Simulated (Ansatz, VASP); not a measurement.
SrO in VASP and in Ansatz

```xyz
2
Lattice="0.0000 2.5976 2.5976 2.5976 0.0000 2.5976 2.5976 2.5976 0.0000" Properties=species:S:1:pos:R:3 pbc="T T T"
Sr    0.0000    0.0000    0.0000
O     2.5976    2.5976    2.5976
```

Alike in both runs: functional PBE; k mesh 8 × 8 × 8; occupations gaussian, width 0.02 eV; no spin polarisation.

Ansatz relaxed the structure, and its values are those at the end. VASP's run is a single point on that final structure, the one shown.

|  | VASP | Ansatz |
| --- | --- | --- |
| version | VASP 6.6.1 | Ansatz 0.2.0 |
| potentials or method | VASP PAW PBE potentials, release 64 (Sr_sv, O), cutoff 600 eV | scalar-relativistic, plane waves, PAW |
| valence electrons in the cell | 16 | 16 |

```csv
,VASP,Ansatz,Ansatz less VASP
gap on the k mesh at the Fermi level (eV),3.28,3.33,+0.045
least direct gap on the mesh (eV),3.39,3.42,+0.036
pressure (GPa),0.4,0.0,-0.41
```

With one functional, cell and mesh, what is left measures potentials, basis and numerics.
